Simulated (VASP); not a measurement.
Runs of VASP 6.6.1 on Cu. The structure is that of space group Pm-3m (No. 221), or close to it. The cells are those of the table. 

```csv
task,cell,k mesh,cutoff (eV),gap on the mesh (eV),pressure (GPa)
relaxation of cell and atoms,"relaxed from a = 2.336 Å, 1 atom",13 × 13 × 13,600,none,0.1
single point,"a = 2.550 Å, 1 atom",14 × 14 × 14,520,none,-6.7
single point,"a = 2.353 Å, 1 atom",14 × 14 × 14,520,none,(a)
single point,"a = 2.423 Å, 1 atom",14 × 14 × 14,520,none,4.4
single point,"a = 2.520 Å, 1 atom",14 × 14 × 14,520,none,-4.9
```

Alike in all rows: level BLYP; potentials or basis VASP PAW PBE potentials, release 64 (Cu); no spin polarisation; smearing fermi-dirac 0.1 eV.

Q: Estimate the missing entries.

A: (a) 15.3.

Caveats: the PAW data sets were made with another functional, which shifts forces and pressure a little.

A gap of «none» marks levels without a gap at the run's occupations.
